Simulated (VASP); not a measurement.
# NaI (Fm-3m) in VASP: notebook

Runs on NaI. Level: r2SCAN. Tasks: single point.

All numbers are computed with VASP 6.6.1; they aren't measurements. Logs are shortened: lines on timing, memory, paths and dates and some standing lists are left out, and cuts for length are marked.

### Step 1. The cell of the first run

The structure is cubic, space group Fm-3m (No. 225). The conventional cell has a = 6.327 Å, b = 6.327 Å, c = 6.327 Å, α = 90.00°, β = 90.00°, γ = 90.00°. Na (site symmetry m-3m) has 6 I at 3.16 Å within 4.2 Å. Within 4.2 Å of I (site symmetry m-3m) lie 6 Na at 3.16 Å.

### Step 2. Single point, r2SCAN (volume changed by -6%)

File POSCAR:

```
NaI
1.0
    0.0000000000      3.1636987456      3.1636987456
    3.1636987456      0.0000000000      3.1636987456
    3.1636987456      3.1636987456      0.0000000000
Na I
1 1
Direct
    0.0000000000      0.0000000000      0.0000000000
    0.5000000000      0.5000000000      0.5000000000
```

File INCAR.step1:

```
SYSTEM = NaI
ALGO = Normal
EDIFF = 1E-5
ENCUT = 550
GGA = PE
GGA_COMPAT = .FALSE.
ISMEAR = 0
LASPH = .TRUE.
LCHARG = .FALSE.
LREAL = .FALSE.
LWAVE = .TRUE.
NBANDS = 14
NELM = 120
PREC = Accurate
SIGMA = 0.01
```

File INCAR.step2:

```
SYSTEM = NaI
ALGO = Normal
EDIFF = 1E-6
ENCUT = 550
GGA_COMPAT = .FALSE.
ISIF = 2
ISMEAR = 0
ISTART = 1
LASPH = .TRUE.
LCHARG = .TRUE.
LELF = .TRUE.
LMIXTAU = .TRUE.
LREAL = .FALSE.
LVHAR = .TRUE.
LWAVE = .FALSE.
METAGGA = R2SCAN
NBANDS = 14
NELM = 120
PREC = Accurate
SIGMA = 0.01
```

File KPOINTS:

```
k-points
0
G
  6 6 6
  0 0 0
```

Potentials or basis: VASP PAW PBE potentials, release 64 (Na_pv, I).

Started as:

```sh
$ cat potpaw_PBE.64/Na_pv/POTCAR potpaw_PBE.64/I/POTCAR > POTCAR
$ cp INCAR.step1 INCAR
$ mpirun -np 1 vasp_std > vasp.out
$ cp INCAR.step2 INCAR
$ mpirun -np 1 vasp_std > vasp.out
```

OUTCAR:

```text
SYSTEM = NaI
   EDIFF = 1E-6
   ENCUT = 550
   ISIF = 2
   ISMEAR = 0
   ISTART = 1
   LASPH = .TRUE.
   LREAL = .FALSE.
   METAGGA = R2SCAN
   NELM = 120
   PREC = Accurate

 ion  position               nearest neighbor table
   1  0.000  0.000  0.000-   2 3.16   2 3.16   2 3.16   2 3.16   2 3.16   2 3.16
   2  0.500  0.500  0.500-   1 3.16   1 3.16   1 3.16   1 3.16   1 3.16   1 3.16

  LATTYP: Found a face centered cubic cell.
 ALAT       =     6.3273974912

  Lattice vectors:

 A1 = (   0.0000000000,   3.1636987456,   3.1636987456)
 A2 = (   3.1636987456,   0.0000000000,   3.1636987456)
 A3 = (   3.1636987456,   3.1636987456,   0.0000000000)

Analysis of symmetry for initial positions (statically):
=====================================================================
 Subroutine PRICEL returns:
 Original cell was already a primitive cell.

 Routine SETGRP: Setting up the symmetry group for a
 face centered cubic supercell.

 Subroutine GETGRP returns: Found 48 space group operations
 (whereof 48 operations were pure point group operations)
 out of a pool of 48 trial point group operations.

The static configuration has the point symmetry O_h .

Analysis of symmetry for dynamics (positions and initial velocities):
=====================================================================
 Subroutine PRICEL returns:
 Original cell was already a primitive cell.

 Routine SETGRP: Setting up the symmetry group for a
 face centered cubic supercell.

 Subroutine GETGRP returns: Found 48 space group operations
 (whereof 48 operations were pure point group operations)
 out of a pool of 48 trial point group operations.

The dynamic configuration has the point symmetry O_h .

 Subroutine INISYM returns: Found 48 space group operations
 (whereof 48 operations are pure point group operations),
 and found     1 'primitive' translations

----------------------------------------------------------------------------------------

                                     Primitive cell

  volume of cell :      63.3309

  direct lattice vectors                    reciprocal lattice vectors
     0.000000000  3.163698746  3.163698746    -0.158042861  0.158042861  0.158042861
     3.163698746  0.000000000  3.163698746     0.158042861 -0.158042861  0.158042861
     3.163698746  3.163698746  0.000000000     0.158042861  0.158042861 -0.158042861

  length of vectors
     4.474145673  4.474145673  4.474145673     0.273738264  0.273738264  0.273738264

  position of ions in fractional coordinates (direct lattice)
[... 82 lines left out ...]
   NUPDOWN=      -1.0000    fix difference up-down
   EMIN   =  10.00;   EMAX   =-10.00  energy-range for DOS
   EFERMI =   0.00;   METHOD = LEGACY
   ISMEAR =     0;   SIGMA  =   0.01  broadening in eV -4-tet -1-fermi 0-gaus
   EFERMI_NEDOS =   21; number of points for ismear=-14 and -15
   IALGO  =     38    algorithm
   IMIX   =      4    mixing-type and parameters
     AMIX     =   0.40;   BMIX     =  1.00
     AMIX_MAG =   1.60;   BMIX_MAG =  1.00
  volume/ion in A,a.u.               =      31.67       213.69
  Fermi-wavevector in a.u.,A,eV,Ry     =   0.989872  1.870587 13.331623  0.979847
  Thomas-Fermi vector in A             =   2.121502
   LORBIT       =      0    0 simple, 1 ext, 2 COOP (PROOUT), +10 PAW based schemes
   METAGGA = R2SCAN    functional components
   LHFCALC =     F    Hartree Fock is set to
   AEXX    =    0.0000 exact exchange contribution
   IVDW    =     0    specifies the selected vdW correction
   LEPSILON=     F    determine dielectric tensor
   LRPA    =     F    only Hartree local field effects (RPA)
 non-spin polarized calculation
 Gauss-broadening in eV      SIGMA  =   0.01
  energy-cutoff  :      550.00
  volume of cell :       63.33
 maximum number of plane-waves:      1874
 NGX is ok and might be reduce to    36
   NGX = 17   NGY = 17   NGZ = 17

 number of electron      14.0000006 magnetization

 Free energy of the ion-electron system (eV)
  ---------------------------------------------------
  ext. energy  EPLUGINS =         0.00000000
  ---------------------------------------------------
  free energy    TOTEN  =       -31.07434710 eV

  energy without entropy =      -31.07434710  energy(sigma->0) =      -31.07434710

 E-fermi :   1.0440     XC(G=0):  -8.3643

 val. band max:        0.9775501844   @ k =   0.0000   0.0000   0.0000
 cond. band min:       5.6376730146   @ k =   0.0000   0.0000   0.0000
 fundamental gap:      4.6601228301
 Fermi energy:         1.0440240487

 k-point     1 :       0.0000    0.0000    0.0000
  band No.  band energies     occupation
      1     -22.2143      2.00000
      2     -22.2143      2.00000
      3     -22.2143      2.00000
      4     -10.5616      2.00000
      5       0.9775      2.00000
      6       0.9775      2.00000
      7       0.9776      2.00000
      8       5.6377      0.00000
      9       9.4439      0.00000
     10       9.4439      0.00000
     11       9.4439      0.00000
     12      11.4096      0.00000
     13      11.4096      0.00000
     14      12.1599      0.00000
[... 241 lines left out ...]
      1     -22.2188      2.00000
      2     -22.2173      2.00000
      3     -22.2167      2.00000
      4     -10.0457      2.00000
      5      -0.9307      2.00000
      6      -0.2926      2.00000
      7      -0.0279      2.00000
      8       7.1805      0.00000
      9       7.9634      0.00000
     10      10.4286      0.00000
     11      10.5839      0.00000
     12      13.9977      0.00000
     13      14.7208      0.00000
     14      14.7925      0.00000

------------------------ aborting loop because EDIFF is reached ----------------------------------------

  FORCE on cell =-STRESS in cart. coord.  units (eV):
  Direction    XX          YY          ZZ          XY          YZ          ZX
  --------------------------------------------------------------------------------------
  -------------------------------------------------------------------------------------
  Total        0.4534483      0.4534483      0.4534483      0.0000000     -0.0000000      0.0000000
  in kB       11.4715730     11.4715730     11.4715730      0.0000000     -0.0000000      0.0000000
  external PRESSURE =      11.4715730 kB  Pullay stress =       0.0000000 kB

 VOLUME and BASIS-vectors are now :
 -----------------------------------------------------------------------------
  energy-cutoff  :      550.00
  volume of cell :       63.33
      direct lattice vectors                 reciprocal lattice vectors
     0.000000000  3.163698746  3.163698746    -0.158042861  0.158042861  0.158042861
     3.163698746  0.000000000  3.163698746     0.158042861 -0.158042861  0.158042861
     3.163698746  3.163698746  0.000000000     0.158042861  0.158042861 -0.158042861

 POSITION                                       TOTAL-FORCE (eV/Angst)
 -----------------------------------------------------------------------------------
      0.00000      0.00000      0.00000        -0.000000     -0.000000      0.000000
      3.16370      3.16370      3.16370         0.000000      0.000000     -0.000000
 -----------------------------------------------------------------------------------
    total drift:                                0.000000      0.000000      0.000000

  FREE ENERGIE OF THE ION-ELECTRON SYSTEM (eV)
  ---------------------------------------------------
  free  energy   TOTEN  =       -31.0743471013 eV

  energy  without entropy=      -31.0743471013  energy(sigma->0) =      -31.07434710
```

It took 2.3 min on 1 thread of Intel Xeon 8259CL, shared host; peak memory 0.21 GiB.

Results:

- Free energy: -31.0743 eV
- Pressure: 1.1 GPa
- Band gap on the k mesh: 4.66 eV, direct

Caveat: the cell differs from its parent crystal (volume changed by -6%); the PAW data sets were made with another functional, which shifts forces and pressure a little; spin-orbit coupling is left out, which moves the levels of the heavy elements.

### Step 3. Single point, r2SCAN (volume changed by -3%)

File POSCAR:

```
NaI
1.0
    0.0000000000      3.1970032851      3.1970032851
    3.1970032851      0.0000000000      3.1970032851
    3.1970032851      3.1970032851      0.0000000000
Na I
1 1
Direct
    0.0000000000      0.0000000000      0.0000000000
    0.5000000000      0.5000000000      0.5000000000
```

File INCAR.step1:

```
  PREC = Accurate
  ENCUT = 550
  ISMEAR = 0
  SIGMA = 0.01
  LREAL = F
  LASPH = T
  NELM = 120
  NBANDS = 14
  GGA = PE
  ALGO = Normal
  EDIFF = 1E-5
  LWAVE = T
  LCHARG = F
  GGA_COMPAT = F
```

File INCAR.step2:

```
  PREC = Accurate
  ENCUT = 550
  EDIFF = 1E-6
  ISMEAR = 0
  SIGMA = 0.01
  LREAL = F
  LASPH = T
  NELM = 120
  ALGO = Normal
  ISIF = 2
  LWAVE = F
  LCHARG = T
  METAGGA = R2SCAN
  LMIXTAU = T
  LELF = T
  LVHAR = T
  NBANDS = 14
  ISTART = 1
  GGA_COMPAT = F
```

File KPOINTS:

```
regular mesh
0
Gamma
  6 6 6
```

Potentials or basis: VASP PAW PBE potentials, release 64 (Na_pv, I).

Started as:

```sh
$ cat potpaw_PBE.64/Na_pv/POTCAR potpaw_PBE.64/I/POTCAR > POTCAR
$ cp INCAR.step1 INCAR
$ mpirun -np 1 vasp_std > vasp.out
$ cp INCAR.step2 INCAR
$ mpirun -np 1 vasp_std > vasp.out
```

Wall time 2.3 min (1 thread of Intel Xeon 8259CL, shared host); peak memory 0.21 GiB.

It converged, with:

```
Free energy            : -31.0843 eV
Pressure               : 0.5 GPa
Band gap on the k mesh : 4.55 eV, direct
```

Levels at points of the mesh, in eV from the valence-band top:
```
           k point  band 3  band 4  band 5  band 6  band 7  band 8  band 9  band 10  band 11  band 12
(0.00, 0.00, 0.00)  -23.22  -11.45    0.00    0.00    0.00    4.55    8.47     8.47     8.47    10.38
(0.50, 0.00, 0.00)  -23.22  -11.07   -2.32   -0.32   -0.32    5.71    8.10     8.10    10.06    11.16
(0.50, 0.50, 0.00)  -23.22  -10.98   -2.06   -0.81   -0.81    5.25    5.96    10.99    12.29    12.53
```

Caveat: the cell differs from its parent crystal (volume changed by -3%); the PAW data sets were made with another functional, which shifts forces and pressure a little; spin-orbit coupling is left out, which moves the levels of the heavy elements.

### Step 4. Single point, r2SCAN

This run uses another cell than the first one, of 33.69 Å³/atom, 1.064 times its volume.

File POSCAR:

```
NaI
1.0
    0.0000000000      3.2296280209      3.2296280209
    3.2296280209      0.0000000000      3.2296280209
    3.2296280209      3.2296280209      0.0000000000
Na I
1 1
Direct
    0.0000000000      0.0000000000      0.0000000000
    0.5000000000      0.5000000000      0.5000000000
```

File INCAR.step1:

```
SYSTEM = NaI
  PREC = Accurate
  ENCUT = 550
  ISMEAR = 0
  SIGMA = 0.01
  LREAL = .FALSE.
  LASPH = .TRUE.
  NELM = 120
  NBANDS = 14
  GGA = PE
  ALGO = Normal
  EDIFF = 1E-5
  LWAVE = .TRUE.
  LCHARG = .FALSE.
  GGA_COMPAT = .FALSE.
```

File INCAR.step2:

```
SYSTEM = NaI
  PREC = Accurate
  ENCUT = 550
  EDIFF = 1E-6
  ISMEAR = 0
  SIGMA = 0.01
  LREAL = .FALSE.
  LASPH = .TRUE.
  NELM = 120
  ALGO = Normal
  ISIF = 2
  LWAVE = .FALSE.
  LCHARG = .TRUE.
  METAGGA = R2SCAN
  LMIXTAU = .TRUE.
  LELF = .TRUE.
  LVHAR = .TRUE.
  NBANDS = 14
  ISTART = 1
  GGA_COMPAT = .FALSE.
```

File KPOINTS:

```
Automatic mesh
0
G
  6 6 6
  0 0 0
```

Started as:

```sh
$ cat potpaw_PBE.64/Na_pv/POTCAR potpaw_PBE.64/I/POTCAR > POTCAR
$ cp INCAR.step1 INCAR
$ mpirun -np 1 vasp_std > vasp.out
$ cp INCAR.step2 INCAR
$ mpirun -np 1 vasp_std > vasp.out
```

It took 1.9 min on 1 thread of Intel Xeon 8259CL, shared host; peak memory 0.22 GiB.

Results (log left out):

- Free energy: -31.0867 eV
- Pressure: -0.1 GPa
- Band gap on the k mesh: 4.46 eV, direct

Levels at points of the mesh, in eV from the valence-band top:
```csv
k point,band 4,band 5,band 6,band 7,band 8,band 9,band 10,band 11
"(0.00, 0.00, 0.00)",-11.36,0.00,0.00,0.00,4.46,8.47,8.47,8.47
"(0.50, 0.00, 0.00)",-11.02,-2.21,-0.30,-0.30,5.70,8.08,8.08,9.83
"(0.50, 0.50, 0.00)",-10.94,-1.96,-0.77,-0.77,5.23,6.01,10.77,12.19
```

Caveat: the PAW data sets were made with another functional, which shifts forces and pressure a little; spin-orbit coupling is left out, which moves the levels of the heavy elements. r2SCAN opens gaps a little over a GGA but as a rule still falls short of measured ones.

### Step 5. Single point, r2SCAN (volume changed by +3%)

File POSCAR:

```
NaI
1.0
    0.0000000000      3.2616066157      3.2616066157
    3.2616066157      0.0000000000      3.2616066157
    3.2616066157      3.2616066157      0.0000000000
Na I
1 1
Direct
    0.0000000000      0.0000000000      0.0000000000
    0.5000000000      0.5000000000      0.5000000000
```

File INCAR.step1:

```
SYSTEM = NaI
ALGO = Normal
EDIFF = 1E-5
ENCUT = 550
GGA = PE
GGA_COMPAT = .False.
ISMEAR = 0
LASPH = .True.
LCHARG = .False.
LREAL = .False.
LWAVE = .True.
NBANDS = 14
NELM = 120
PREC = Accurate
SIGMA = 0.01
```

File INCAR.step2:

```
SYSTEM = NaI
ALGO = Normal
EDIFF = 1E-6
ENCUT = 550
GGA_COMPAT = .False.
ISIF = 2
ISMEAR = 0
ISTART = 1
LASPH = .True.
LCHARG = .True.
LELF = .True.
LMIXTAU = .True.
LREAL = .False.
LVHAR = .True.
LWAVE = .False.
METAGGA = R2SCAN
NBANDS = 14
NELM = 120
PREC = Accurate
SIGMA = 0.01
```

File KPOINTS:

```
k-points
0
Gamma
  6 6 6
  0 0 0
```

Started as:

```sh
$ cat potpaw_PBE.64/Na_pv/POTCAR potpaw_PBE.64/I/POTCAR > POTCAR
$ cp INCAR.step1 INCAR
$ mpirun -np 1 vasp_std > vasp.out
$ cp INCAR.step2 INCAR
$ mpirun -np 1 vasp_std > vasp.out
```

It took 2.2 min on 1 thread of Intel Xeon 8259CL, shared host; peak memory 0.21 GiB.

Results (log left out):

```yaml
Free_energy: -31.0827 eV
Pressure: -0.5 GPa
Band_gap_on_the_k_mesh: 4.37 eV, direct
```

Levels at points of the mesh, in eV from the valence-band top:
| k point | band 5 | band 6 | band 7 | band 8 | band 9 | band 10 |
| --- | --- | --- | --- | --- | --- | --- |
| (0.00, 0.00, 0.00) | 0.00 | 0.00 | 0.00 | 4.37 | 8.47 | 8.47 |
| (0.50, 0.00, 0.00) | -2.10 | -0.28 | -0.28 | 5.68 | 8.05 | 8.05 |
| (0.50, 0.50, 0.00) | -1.86 | -0.73 | -0.73 | 5.21 | 6.06 | 10.57 |

Caveat: the cell differs from its parent crystal (volume changed by +3%); the PAW data sets were made with another functional, which shifts forces and pressure a little; spin-orbit coupling is left out, which moves the levels of the heavy elements.

### Step 6. Single point, r2SCAN (volume changed by +6%)

File POSCAR:

```
NaI
1.0
    0.0000000000      3.2929701417      3.2929701417
    3.2929701417      0.0000000000      3.2929701417
    3.2929701417      3.2929701417      0.0000000000
Na I
1 1
Direct
    0.0000000000      0.0000000000      0.0000000000
    0.5000000000      0.5000000000      0.5000000000
```

File INCAR.step1:

```
PREC = Accurate ; ENCUT = 550
ISMEAR = 0 ; SIGMA = 0.01
LREAL = False ; LASPH = True
NELM = 120 ; NBANDS = 14
GGA = PE ; ALGO = Normal
EDIFF = 1E-5 ; LWAVE = True
LCHARG = False ; GGA_COMPAT = False
```

File INCAR.step2:

```
PREC = Accurate ; ENCUT = 550
EDIFF = 1E-6 ; ISMEAR = 0
SIGMA = 0.01 ; LREAL = False
LASPH = True ; NELM = 120
ALGO = Normal ; ISIF = 2
LWAVE = False ; LCHARG = False
METAGGA = R2SCAN ; LMIXTAU = True
NBANDS = 14 ; ISTART = 1
GGA_COMPAT = False
```

File KPOINTS:

```
regular mesh
0
Gamma
  6 6 6
```

Potentials or basis: VASP PAW PBE potentials, release 64 (Na_pv, I).

Started as:

```sh
$ cat potpaw_PBE.64/Na_pv/POTCAR potpaw_PBE.64/I/POTCAR > POTCAR
$ cp INCAR.step1 INCAR
$ mpirun -np 1 vasp_std > vasp.out
$ cp INCAR.step2 INCAR
$ mpirun -np 1 vasp_std > vasp.out
```

Wall time 2.2 min (1 thread of Intel Xeon 8259CL, shared host); peak memory 0.22 GiB.

The run converged. Its results:

| Item | Value |
| --- | --- |
| Free energy | -31.0737 eV |
| Pressure | -0.9 GPa |
| Band gap on the k mesh | 4.29 eV, direct |

Levels at points of the mesh, in eV from the valence-band top:
```
           k point  band 4  band 5  band 6  band 7  band 8  band 9  band 10  band 11
(0.00, 0.00, 0.00)  -11.22    0.00    0.00    0.00    4.29    8.47     8.47     8.47
(0.50, 0.00, 0.00)  -10.93   -2.00   -0.27   -0.27    5.67    8.02     8.02     9.38
(0.50, 0.50, 0.00)  -10.86   -1.77   -0.69   -0.69    5.19    6.11    10.38    11.96
```

Caveat: the cell differs from its parent crystal (volume changed by +6%); the PAW data sets were made with another functional, which shifts forces and pressure a little; spin-orbit coupling is left out, which moves the levels of the heavy elements.

### Step 7. Summary

```csv
cell,gap on the mesh (eV),pressure (GPa)
"a = 4.474 Å, angles 60.0°, 2 atoms",4.66,1.1
"a = 4.521 Å, angles 60.0°, 2 atoms",4.55,0.5
"a = 4.567 Å, angles 60.0°, 2 atoms",4.46,-0.1
"a = 4.613 Å, angles 60.0°, 2 atoms",4.37,-0.5
"a = 4.657 Å, angles 60.0°, 2 atoms",4.29,-0.9
```

Alike in all rows: task single point; level r2SCAN; potentials or basis VASP PAW PBE potentials, release 64 (Na_pv, I); no spin polarisation; k mesh 6 × 6 × 6; cutoff (eV) 550; smearing gaussian 0.01 eV.

Caveats: the PAW data sets were made with another functional, which shifts forces and pressure a little; spin-orbit coupling is left out, which moves the levels of the heavy elements.

Absolute energies hang on the potentials; compare differences alone.
